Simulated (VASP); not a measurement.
SrO: electric field gradients with PBE

SrO:

```
Sr O
1.0
     0.00000    2.62120    2.56980
     2.62120    0.00000    2.56980
     2.62120    2.62120    0.00000
Sr O
1 1
Direct
  0.00000 0.00000 0.00000
  0.50000 0.50000 0.50000
```

This cell differs from its parent crystal: equal xx and yy strain of +2 %.

```
Program                : VASP 6.6.1
Task                   : electric field gradients
Functional             : PBE
Potentials or basis    : VASP PAW PBE potentials, release 64 (Sr_sv, O)
Cutoff                 : 520 eV
k mesh                 : 8 × 8 × 8
Occupations            : fermi-dirac, width 0.02 eV
Spin                   : no spin polarisation
Dipole correction      : no
Further INCAR settings : ALGO = Normal; EDIFF = 1e-08; NBANDS = 15
```

The pressure is -0.1 GPa. The band gap on the k mesh is 3.19 eV, indirect (least direct gap 3.37 eV).

Stress tensor (GPa, compression positive):
```
-0.84  0.00  0.00
 0.00 -0.84  0.00
 0.00  0.00  1.51
```

Levels at points of the mesh, in eV from the valence-band top:
```tsv
k point	band 5	band 6	band 7	band 8	band 9	band 10	band 11	band 12
(0.00, 0.00, 0.00)	-14.23	-0.06	-0.06	0.00	3.66	6.04	6.04	6.18
(0.50, 0.00, 0.00)	-13.06	-2.14	-1.11	-1.11	6.34	8.10	8.57	8.61
(0.50, 0.50, 0.00)	-14.59	-0.46	-0.18	-0.18	3.19	7.48	9.87	10.06
(0.50, 0.00, 0.50)	-14.55	-0.57	-0.18	-0.10	3.27	7.47	9.89	9.97
```

Electric field gradients, principal values (V/Å²):
| atom | least | middle | greatest (by size) |
| --- | --- | --- | --- |
| 1 Sr | 9.834 | 9.834 | -19.669 |
| 2 O | 3.278 | 3.279 | -6.557 |

Run time: 23 s on 1 thread of AMD EPYC 9R45 96-Core Processor (Zen 5) (shared host), peak memory 0.15 GiB.

Caveat: the cell differs from its parent crystal (equal xx and yy strain of +2 %); without QUAD_EFG the Cq values of the log hold for a quadrupole moment of 1 mb, not for the nuclei. A k mesh can miss the band edges.
